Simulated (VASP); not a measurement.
# As (R-3m) in VASP: further runs, part 2 of 2

VASP 6.6.1.

## 3. Relaxation of cell and atoms, PBE

This run uses another cell than the first one, of 20.87 Å³/atom.

Input file INCAR:

```
PREC = Accurate ; ENCUT = 600
EDIFF = 1E-7 ; ISMEAR = 0
SIGMA = 0.1 ; LREAL = F
LASPH = T ; NELM = 80
ALGO = Normal ; ISIF = 3
LWAVE = F ; LCHARG = F
GGA = PE ; IBRION = 2
NSW = 90 ; EDIFFG = -0.04
```

Input file KPOINTS:

```
Automatic mesh
0
Gamma
  6 6 6
```

Input file POSCAR:

```
As
1.0
    1.9058510114      1.1003435945      3.3179136451
   -1.9058510114      1.1003435945      3.3179136451
    0.0000000000     -2.2006871889      3.3179136451
As
2
Direct
    0.2336400000      0.2336400000      0.2336400000
    0.7663600000      0.7663600000      0.7663600000
```

Potentials or basis: VASP PAW PBE potentials, release 64 (As).

Launch:

```sh
$ cat potpaw_PBE.64/As/POTCAR > POTCAR
$ mpirun -np 1 vasp_std > vasp.out
```

OUTCAR:

```text
PREC = Accurate
   ENCUT = 600
   EDIFF = 1E-7
   ISMEAR = 0
   LREAL = F
   LASPH = T
   NELM = 80
   ISIF = 3
   GGA = PE
   IBRION = 2
   NSW = 90
   EDIFFG = -0.04

 ion  position               nearest neighbor table
   1  0.234  0.234  0.234-   2 2.57   2 2.57   2 2.57
   2  0.766  0.766  0.766-   1 2.57   1 2.57   1 2.57

  LATTYP: Found a trigonal (rhomboedric) cell.
 ALAT       =     3.9814036545
 COS(alpha) =     0.5417151843

  Lattice vectors:

 A1 = (   1.9058510114,   1.1003435945,   3.3179136451)
 A2 = (  -1.9058510114,   1.1003435945,   3.3179136451)
 A3 = (   0.0000000000,  -2.2006871889,   3.3179136451)

Analysis of symmetry for initial positions (statically):
=====================================================================
 Subroutine PRICEL returns:
 Original cell was already a primitive cell.

 Routine SETGRP: Setting up the symmetry group for a
 trigonal (rhombohedral) supercell.

 Subroutine GETGRP returns: Found 12 space group operations
 (whereof 12 operations were pure point group operations)
 out of a pool of 12 trial point group operations.

The static configuration has the point symmetry D_3d.

Analysis of symmetry for dynamics (positions and initial velocities):
=====================================================================
 Subroutine PRICEL returns:
 Original cell was already a primitive cell.

 Routine SETGRP: Setting up the symmetry group for a
 trigonal (rhombohedral) supercell.

 Subroutine GETGRP returns: Found 12 space group operations
 (whereof 12 operations were pure point group operations)
 out of a pool of 12 trial point group operations.

The dynamic configuration has the point symmetry D_3d.

 Subroutine INISYM returns: Found 12 space group operations
 (whereof 12 operations are pure point group operations),
 and found     1 'primitive' translations

----------------------------------------------------------------------------------------

                                     Primitive cell
[... 82 lines left out ...]
   PREC   = accura    normal or accurate (medium, high low for compatibility)
   ISTART =      0    job   : 0-new  1-cont  2-samecut
   ICHARG =      2    charge: 1-file 2-atom 10-const
   ISPIN  =      1    spin polarized calculation?
   LNONCOLLINEAR =      F non collinear calculations
   LSORBIT =      F    spin-orbit coupling
   LASPH  =      T    aspherical Exc in radial PAW
   ENCUT  =  600.0 eV  44.10 Ry    6.64 a.u.   7.95  7.95  7.95*2*pi/ulx,y,z
   NELM   =     80;   NELMIN=  2; NELMDL= -5     # of ELM steps
   EDIFF  = 0.1E-06   stopping-criterion for ELM
   LREAL  =      F    real-space projection
   EDIFFG = -.4E-01   stopping-criterion for IOM
   NSW    =     90    number of steps for IOM
   IBRION =      2    ionic relax: 0-MD 1-quasi-New 2-CG
   NFREE  =      1    steps in history (QN), initial steepest desc. (CG)
   ISIF   =      3    stress and relaxation
   ISYM   =      2    0-nonsym 1-usesym 2-fastsym
   POTIM  = 0.5000    time-step for ionic-motion
   TEBEG  =    0.0;   TEEND  =   0.0 temperature during run
   PSTRESS=    0.0 pullay stress
   NELECT =      10.0000    total number of electrons
   NUPDOWN=      -1.0000    fix difference up-down
   EMIN   =  10.00;   EMAX   =-10.00  energy-range for DOS
   EFERMI =   0.00;   METHOD = LEGACY
   ISMEAR =     0;   SIGMA  =   0.10  broadening in eV -4-tet -1-fermi 0-gaus
   EFERMI_NEDOS =   21; number of points for ismear=-14 and -15
   IALGO  =     38    algorithm
   IMIX   =      4    mixing-type and parameters
     AMIX     =   0.40;   BMIX     =  1.00
     AMIX_MAG =   1.60;   BMIX_MAG =  1.00
  volume/ion in A,a.u.               =      20.87       140.86
  Fermi-wavevector in a.u.,A,eV,Ry     =   1.016710  1.921303 14.064323  1.033699
  Thomas-Fermi vector in A             =   2.150069
   LORBIT       =      0    0 simple, 1 ext, 2 COOP (PROOUT), +10 PAW based schemes
   GGA     = PE    functional components
   LHFCALC =     F    Hartree Fock is set to
   AEXX    =    0.0000 exact exchange contribution
   IVDW    =     0    specifies the selected vdW correction
   LEPSILON=     F    determine dielectric tensor
   LRPA    =     F    only Hartree local field effects (RPA)
 conjugate gradient relaxation of ions
 non-spin polarized calculation
 Gauss-broadening in eV      SIGMA  =   0.10
  energy-cutoff  :      600.00
  volume of cell :       41.75
 maximum number of plane-waves:      1410
   NGX = 15   NGY = 15   NGZ = 15

--------------------------------------- Ionic step        1  -------------------------------------------

 number of electron      10.0000001 magnetization

 Free energy of the ion-electron system (eV)
  ---------------------------------------------------
  ext. energy  EPLUGINS =         0.00000000
  ---------------------------------------------------
  free energy    TOTEN  =        -9.32096305 eV

  energy without entropy =       -9.31913599  energy(sigma->0) =       -9.32004952

 E-fermi :   5.7678     XC(G=0): -10.1534

 val. band max:        5.4716172064   @ k =   0.5000  -0.0000  -0.0000
 cond. band min:       5.7738434271   @ k =   0.3333   0.1667   0.1667
 fundamental gap:      0.3022262207
 Fermi energy:         5.7678248722
[... 800 lines left out ...]
--------------------------------------- Ionic step        7  -------------------------------------------

 number of electron      10.0000000 magnetization

 Free energy of the ion-electron system (eV)
  ---------------------------------------------------
  ext. energy  EPLUGINS =         0.00000000
  ---------------------------------------------------
  free energy    TOTEN  =        -9.38111295 eV

  energy without entropy =       -9.37954027  energy(sigma->0) =       -9.38032661

 E-fermi :   4.9028     XC(G=0):  -9.7845

 val. band max:        4.9027165093   @ k =   0.3333   0.1667   0.1667
 cond. band min:       5.4042522039   @ k =   0.5000  -0.0000  -0.0000
 fundamental gap:      0.5015356946
 Fermi energy:         4.9027887841
[... 317 lines left out ...]
  FREE ENERGIE OF THE ION-ELECTRON SYSTEM (eV)
  ---------------------------------------------------
  free  energy   TOTEN  =        -9.3811129484 eV

  energy  without entropy=       -9.3795402652  energy(sigma->0) =       -9.38032661

 reached required accuracy - stopping structural energy minimisation
```

OSZICAR:

```text
N       E                     dE             d eps       ncg     rms          rms(c)
DAV:   1     0.305325392224E+02    0.30533E+02   -0.46739E+03   576   0.103E+03
DAV:   2    -0.810774604785E+01   -0.38640E+02   -0.37885E+02   847   0.126E+02
DAV:   3    -0.932010530388E+01   -0.12124E+01   -0.12112E+01   704   0.270E+01
[... 62 lines left out ...]
DAV:   4    -0.938111099948E+01   -0.17871E-04   -0.31617E-04   586   0.134E-01    0.258E-02
DAV:   5    -0.938111188720E+01   -0.88771E-06   -0.25552E-05   660   0.365E-02    0.597E-03
DAV:   6    -0.938111263368E+01   -0.74648E-06   -0.20566E-06   601   0.109E-02    0.228E-03
DAV:   7    -0.938111298378E+01   -0.35010E-06   -0.22360E-07   596   0.372E-03    0.799E-04
DAV:   8    -0.938111294845E+01    0.35332E-07   -0.11136E-08   288   0.686E-04
   7 F= -.93811129E+01 E0= -.93803266E+01  d E =-.664361E-02
```

It took 64 s on 1 thread of Intel Xeon 8259CL, shared host; peak memory 0.19 GiB.

What came out:

* Free energy: -9.3811 eV
* Relaxed volume: 22.49 Å³/atom
* Relaxed cell: a = 4.185 Å, b = 4.185 Å, c = 4.185 Å, α = 54.32°, β = 54.32°, γ = 54.32°
* Space group after relaxing (to 0.1 Å): R-3m (No. 166)
* Energy gained by relaxing: 30.1 meV/atom
* Ionic steps: 7
* Pressure after relaxing: 0.1 GPa
* Largest force after relaxing: 0.025 eV/Å
* Band gap on the k mesh: zero (bands 5 and 6 overlap by 0.22 eV)

Forces in eV/Å, atoms in the order of the input:
```
As   0.000  0.000 -0.025
As   0.000  0.000  0.025
```

Stress tensor (GPa, compression positive):
```
 0.14  0.00  0.00
 0.00  0.14  0.00
 0.00  0.00 -0.10
```

The path:
```tsv
step	energy change (eV)	largest force (eV/Å)	pressure (GPa)	volume (Å³)
1	0.0000	0.5252	2.11	41.75
2	-0.0344	0.3689	-0.06	43.43
3	-0.0410	0.2584	-1.22	44.53
4	-0.0534	0.1517	0.69	44.16
5	-0.0535	0.1119	0.50	44.19
6	-0.0587	0.0504	0.28	44.57
7	-0.0601	0.0250	0.06	44.97
```

Final structure:
```yaml
crystal:
  lattice:
    - [1.91056, 1.10306, 3.55674]
    - [-1.91056, 1.10306, 3.55674]
    - [0.00000, -2.20612, 3.55674]
  atoms:
    - { symbol: As, position: [0.22673, 0.22673, 0.22673] }
    - { symbol: As, position: [0.77327, 0.77327, 0.77327] }
```

Levels at points of the mesh, in eV from the Fermi level:
| k point | band 3 | band 4 | band 5 | band 6 | band 7 | band 8 |
| --- | --- | --- | --- | --- | --- | --- |
| (0.00, 0.00, 0.00) | -2.28 | -1.85 | -1.85 | 1.75 | 2.93 | 2.93 |
| (0.50, 0.00, 0.00) | -2.59 | -2.57 | -0.32 | -0.22 | 0.50 | 1.45 |
| (0.50, 0.50, 0.00) | -5.67 | -3.92 | -3.84 | 1.70 | 5.29 | 6.71 |
| (0.50, 0.50, 0.50) | -1.58 | -1.58 | -0.62 | 0.86 | 0.86 | 1.74 |

## 4. Single point, PBE

This run uses another cell than the first one: it holds 4 atoms, not 2.

Input file INCAR:

```
PREC = Accurate ; ENCUT = 520
EDIFF = 1E-6 ; ISMEAR = 0
SIGMA = 0.1 ; LREAL = False
LASPH = True ; NELM = 80
ALGO = Normal ; ISIF = 2
LWAVE = False ; LCHARG = True
GGA = PE ; LELF = True
LVHAR = True ; NBANDS = 18
```

Input file KPOINTS:

```
Automatic mesh
0
Gamma
  9 9 9
```

Input file POSCAR:

```
As
1.0
    1.8050605484      1.0421521935     11.4263329869
   -1.8050605484      1.0421521935     11.4263329869
    0.0000000000     -2.0843043871     11.4263329869
As
4
Direct
    0.0682070465      0.0682070465      0.0682070465
    0.9317929535      0.9317929535      0.9317929535
    0.2245718719      0.2245718719      0.2245718719
    0.7754281281      0.7754281281      0.7754281281
```

Launch:

```sh
$ cat potpaw_PBE.64/As/POTCAR > POTCAR
$ mpirun -np 1 vasp_std > vasp.out
```

It took 26 min on 1 thread of Intel Xeon 6975P-C (Granite Rapids), shared host; peak memory 1.3 GiB.

It converged, with:

- Free energy: -18.6729 eV
- Pressure: 0.2 GPa
- Largest force: 0.080 eV/Å
- Band gap on the k mesh: 1.05 eV (least direct gap 1.44 eV)

Forces in eV/Å, atoms in the order of the input:
```
As   0.000  0.000 -0.077
As   0.000  0.000  0.077
As   0.000  0.000 -0.080
As   0.000  0.000  0.080
```

Stress tensor (GPa, compression positive):
```
0.20 0.00 0.00
0.00 0.20 0.00
0.00 0.00 0.30
```

Levels at points of the mesh, in eV from the valence-band top:
| k point | band 6 | band 7 | band 8 | band 9 | band 10 | band 11 | band 12 | band 13 | band 14 | band 15 |
| --- | --- | --- | --- | --- | --- | --- | --- | --- | --- | --- |
| (0.00, 0.00, 0.00) | -0.27 | -0.27 | -0.25 | -0.25 | -0.01 | 1.42 | 2.00 | 3.25 | 3.25 | 3.25 |

Caveat: an odd mesh through Γ misses points on the zone boundary, where band edges can lie.

## 5. Single point, PBE

This run uses another cell than the first one: it holds 4 atoms, not 2.

Input file INCAR:

```
PREC = Accurate
ENCUT = 520
EDIFF = 1E-6
ISMEAR = 0
SIGMA = 0.02
LREAL = False
LASPH = True
NELM = 80
ALGO = Normal
ISIF = 2
LWAVE = False
LCHARG = True
GGA = PE
LELF = True
LVHAR = True
NBANDS = 18
```

Input file KPOINTS:

```
regular mesh
0
Gamma
  9 9 9
```

POSCAR, as its differences from that of step 4:

```diff
@@ -4,3 +4,3 @@
    -1.8050605484      1.0421521935     11.4263329869
-    0.0000000000     -2.0843043871     11.4263329869
+    0.0000000000     -2.0843043870     11.4263329869
 As
```

Potentials or basis: VASP PAW PBE potentials, release 64 (As).

Launch:

```sh
$ cat potpaw_PBE.64/As/POTCAR > POTCAR
$ mpirun -np 1 vasp_std > vasp.out
```

OUTCAR:

```text
PREC = Accurate
   ENCUT = 520
   EDIFF = 1E-6
   ISMEAR = 0
   LREAL = False
   LASPH = True
   NELM = 80
   ISIF = 2
   GGA = PE

 ion  position               nearest neighbor table
   1  0.068  0.068  0.068-   4 2.51   4 2.51   4 2.51
   2  0.932  0.932  0.932-   3 2.51   3 2.51   3 2.51
   3  0.225  0.225  0.225-   2 2.51   2 2.51   2 2.51
   4  0.775  0.775  0.775-   1 2.51   1 2.51   1 2.51

  LATTYP: Found a trigonal (rhomboedric) cell.
 ALAT       =    11.6148788330
 COS(alpha) =     0.9516958797

  Lattice vectors:

 A1 = (   1.8050605484,   1.0421521935,  11.4263329869)
 A2 = (  -1.8050605484,   1.0421521935,  11.4263329869)
 A3 = (   0.0000000000,  -2.0843043870,  11.4263329869)

Analysis of symmetry for initial positions (statically):
=====================================================================
 Subroutine PRICEL returns:
 Original cell was already a primitive cell.

 Routine SETGRP: Setting up the symmetry group for a
 trigonal (rhombohedral) supercell.

[... 170 lines left out ...]

 E-fermi :   1.5062     XC(G=0):  -7.7707

 val. band max:        1.4183403180   @ k =   0.1111   0.0000  -0.0000
 cond. band min:       2.4709528812   @ k =   0.3333   0.3333  -0.0000
 fundamental gap:      1.0526125632
 Fermi energy:         1.5062228543

 k-point     1 :       0.0000    0.0000    0.0000
  band No.  band energies     occupation
      1     -12.2919      2.00000
      2     -12.2606      2.00000
      3      -6.1112      2.00000
      4      -5.8163      2.00000
      5       0.0578      2.00000
      6       1.1523      2.00000
[... 481 lines left out ...]
      5      -2.3687      2.00000
      6      -2.1888      2.00000
[... 10 lines left out ...]
     17       7.4044      0.00000
     18       7.9103      0.00000

 [... further k-points ...]

------------------------ aborting loop because EDIFF is reached ----------------------------------------

  FORCE on cell =-STRESS in cart. coord.  units (eV):
  Direction    XX          YY          ZZ          XY          YZ          ZX
  --------------------------------------------------------------------------------------
  -------------------------------------------------------------------------------------
  Total        0.1579279      0.1579279      0.2453332      0.0000000     -0.0000000      0.0000000
  in kB        1.9619517      1.9619517      3.0477959      0.0000000     -0.0000000      0.0000000
  external PRESSURE =       2.3238998 kB  Pullay stress =       0.0000000 kB

 VOLUME and BASIS-vectors are now :
 -----------------------------------------------------------------------------
  energy-cutoff  :      520.00
  volume of cell :      128.97
      direct lattice vectors                 reciprocal lattice vectors
     1.805060548  1.042152193 11.426332987     0.276999018  0.159925458  0.029172380
    -1.805060548  1.042152193 11.426332987    -0.276999018  0.159925458  0.029172380
     0.000000000 -2.084304387 11.426332987     0.000000000 -0.319850916  0.029172380

 POSITION                                       TOTAL-FORCE (eV/Angst)
 -----------------------------------------------------------------------------------
      0.00000      0.00000      2.33807         0.000000      0.000000     -0.077033
      0.00000      0.00000     31.94093         0.000000     -0.000000      0.077033
      0.00000      0.00000      7.69810         0.000000     -0.000000     -0.080432
      0.00000      0.00000     26.58090         0.000000     -0.000000      0.080432
 -----------------------------------------------------------------------------------
    total drift:                               -0.000000     -0.000000      0.000000

  FREE ENERGIE OF THE ION-ELECTRON SYSTEM (eV)
  ---------------------------------------------------
  free  energy   TOTEN  =       -18.6729342746 eV

  energy  without entropy=      -18.6729342746  energy(sigma->0) =      -18.67293427
```

OSZICAR:

```text
N       E                     dE             d eps       ncg     rms          rms(c)
DAV:   1     0.817509357693E+02    0.81751E+02   -0.74829E+03  3060   0.888E+02
DAV:   2    -0.120874681338E+02   -0.93838E+02   -0.89495E+02  4188   0.142E+02
DAV:   3    -0.186998689260E+02   -0.66124E+01   -0.65738E+01  3892   0.411E+01
DAV:   4    -0.187815192639E+02   -0.81650E-01   -0.81585E-01  3576   0.517E+00
DAV:   5    -0.187824870298E+02   -0.96777E-03   -0.96772E-03  3622   0.558E-01    0.462E+00
DAV:   6    -0.187092139407E+02    0.73273E-01   -0.35683E-02  3340   0.890E-01    0.275E+00
DAV:   7    -0.186710945798E+02    0.38119E-01   -0.73851E-02  3318   0.131E+00    0.161E-01
DAV:   8    -0.186726367980E+02   -0.15422E-02   -0.30007E-03  3246   0.265E-01    0.454E-02
DAV:   9    -0.186728774944E+02   -0.24070E-03   -0.23494E-04  3596   0.851E-02    0.242E-02
DAV:  10    -0.186729231766E+02   -0.45682E-04   -0.64881E-05  3172   0.390E-02    0.494E-03
DAV:  11    -0.186729309928E+02   -0.78162E-05   -0.74108E-06  3578   0.131E-02    0.247E-03
DAV:  12    -0.186729340849E+02   -0.30922E-05   -0.42579E-06  3136   0.103E-02    0.768E-04
DAV:  13    -0.186729342746E+02   -0.18967E-06   -0.15118E-07  2120   0.224E-03
   1 F= -.18672934E+02 E0= -.18672934E+02  d E =-.382370E-12
```

Wall time 25 min (1 thread of Intel Xeon 6975P-C (Granite Rapids), shared host); peak memory 1.3 GiB.

What came out:

- Free energy: -18.6729 eV
- Pressure: 0.2 GPa
- Largest force: 0.080 eV/Å
- Band gap on the k mesh: 1.05 eV (least direct gap 1.44 eV)

Forces in eV/Å, atoms in the order of the input:
```
As   0.000  0.000 -0.077
As   0.000  0.000  0.077
As   0.000  0.000 -0.080
As   0.000  0.000  0.080
```

Caveat: an odd mesh through Γ misses points on the zone boundary, where band edges can lie.

## 6. The runs side by side

```tsv
task	cell	k mesh	cutoff (eV)	smearing	gap on the mesh (eV)	pressure (GPa)	largest force (eV/Å)
single point	a = 4.170 Å, angles 54.6°, 2 atoms, atomic positions A	6 × 6 × 6	520	gaussian 0.1 eV	none	0.4	0.05
relaxation of cell and atoms	relaxed from a = 3.981 Å, angles 57.2°, 2 atoms, atomic positions B	6 × 6 × 6	600	gaussian 0.1 eV	none	0.1	0.03
single point	a = 11.615 Å, angles 17.9°, 4 atoms, atomic positions C	9 × 9 × 9	520	gaussian 0.1 eV	1.05	0.2	0.08
single point	a = 11.615 Å, angles 17.9°, 4 atoms, atomic positions C	9 × 9 × 9	520	gaussian 0.02 eV	1.05	0.2	0.08
```

Alike in all rows: level PBE; potentials or basis VASP PAW PBE potentials, release 64 (As); no spin polarisation.

Caveats: an odd mesh through Γ misses points on the zone boundary, where band edges can lie (at least some runs).

Total energies depend on the potentials used, so only differences within one code and one set of settings carry meaning.
